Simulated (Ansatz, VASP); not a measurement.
**AlH4 in VASP and in Ansatz**

The input INCAR:

```
SYSTEM = AlH4
PREC     = Accurate       ! precision mode
ENCUT    = 600            ! plane-wave cutoff, eV
EDIFF    = 1E-6           ! SCF threshold, eV
ISMEAR   = 0              ! smearing method
SIGMA    = 0.1            ! smearing width, eV
LREAL    = .FALSE.        ! projectors in reciprocal space
LASPH    = .TRUE.         ! aspherical terms in the spheres
NELM     = 100            ! most SCF steps
ALGO     = Normal         ! electronic algorithm
ISIF     = 3              ! what is computed and relaxed
LWAVE    = .FALSE.        ! write WAVECAR
LCHARG   = .FALSE.        ! write CHGCAR
GGA      = PE             ! functional
IBRION   = 2              ! ionic algorithm
NSW      = 90             ! ionic steps
EDIFFG   = -0.04          ! ionic threshold
```

File KPOINTS:

```
regular mesh
0
G
  6 6 6
  0 0 0
```

File POSCAR:

```
AlH4
1.0
    3.2053692100      0.0000000000      0.0000000000
   -1.6026846100      2.7759311700      0.0000000000
    0.0000000000      0.0000000000      3.1942538500
Al H
1 4
Direct
    0.0000000000      0.0000000000      0.0000000000
    0.3333333300      0.6666666700      0.0000000000
    0.6666666700      0.3333333300      0.0000000000
    0.0000000000      0.0000000000      0.3490547300
    0.0000000000      0.0000000000      0.6509452700
```

Input for Ansatz:

```yaml
crystal:
  lattice:
    - [3.20536921, 0.0, 0.0]
    - [-1.60268461, 2.77593117, 0.0]
    - [0.0, 0.0, 3.19425385]
  atoms:
    - { symbol: Al, position: [0.0, 0.0, 0.0] }
    - { symbol: H, position: [0.33333333, 0.66666667, 0.0] }
    - { symbol: H, position: [0.66666667, 0.33333333, 0.0] }
    - { symbol: H, position: [0.0, 0.0, 0.34905473] }
    - { symbol: H, position: [0.0, 0.0, 0.65094527] }
basis:
  ecutwfc: 420
kpoints:
  mp_grid: { grid: [6, 6, 6] }
hamiltonian:
  xc: pbe
scf:
  occupations: { method: gaussian, width: 0.1 }
  lower_state_search: "off"
output:
  forces: true
  stress: true
  eigenvalues: true
relax:
  adjacent_minimum: "off"
  f_tol: 0.04
  max_steps: 70
  cell: { stress_tol: 0.4 }
```

Alike in both runs: task relaxation of cell and atoms; functional PBE; k mesh 6 × 6 × 6; occupations gaussian, width 0.1 eV; no spin polarisation.

|  | VASP | Ansatz |
| --- | --- | --- |
| version | VASP 6.6.1 | Ansatz 0.2.0 |
| potentials or method | VASP PAW PBE potentials, release 64 (Al, H), cutoff 600 eV | scalar-relativistic, plane waves, PAW |
| valence electrons in the cell | 7 | 7 |

VASP gave:

| Item | Value |
| --- | --- |
| gap on the k mesh at the Fermi level, each at its own relaxed structure (eV) | none |
| relaxed volume (Å³/atom) | 8.72 |
| relaxed cell length with the largest relative difference (Å) | 4.565 |

Question: What did Ansatz give for the same quantities?

Answer: gap on the k mesh at the Fermi level, each at its own relaxed structure (eV): none; relaxed volume (Å³/atom): 8.78; relaxed cell length with the largest relative difference (Å): 4.593.

A gap of «none» marks a metal or a gap that the smearing closes.

The k mesh is coarse, so the values compare programs but aren't converged. Noted on VASP's run: the volume moved by over 15 % at a fixed basis, so the end points are rough.
